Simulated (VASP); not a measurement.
A run of VASP 6.6.1 is set up as follows.

The input INCAR:

```
SYSTEM = TaTe
ALGO = Normal
EDIFF = 1E-6
ENCUT = 520
GGA = PE
ISIF = 2
ISMEAR = 0
LASPH = .TRUE.
LCHARG = .TRUE.
LELF = .TRUE.
LREAL = .FALSE.
LVHAR = .TRUE.
LWAVE = .FALSE.
NBANDS = 16
NELM = 60
PREC = Accurate
SIGMA = 0.1
```

KPOINTS

```
k-points
0
G
  16 16 16
  0 0 0
```

Contents of POSCAR:

```
TaTe
1.0
    0.0000000000      2.8498033262      2.8498033262
    2.8498033262      0.0000000000      2.8498033262
    2.8498033262      2.8498033262      0.0000000000
Ta Te
1 1
Direct
    0.0000000000      0.0000000000      0.0000000000
    0.5000000000      0.5000000000      0.5000000000
```

Potentials or basis: VASP PAW PBE potentials, release 64 (Ta_pv, Te).

Command:

```bash
$ cat potpaw_PBE.64/Ta_pv/POTCAR potpaw_PBE.64/Te/POTCAR > POTCAR
$ mpirun -np 1 vasp_std > vasp.out
```

Problem. Predict the pressure.

Solution. 0.0 GPa.

Problem. What does it give for the band gap on the k mesh?

Solution. Zero (an odd number of electrons rules out a gap without spin polarisation).

Caveat: spin-orbit coupling is left out, which moves the levels of the heavy elements.
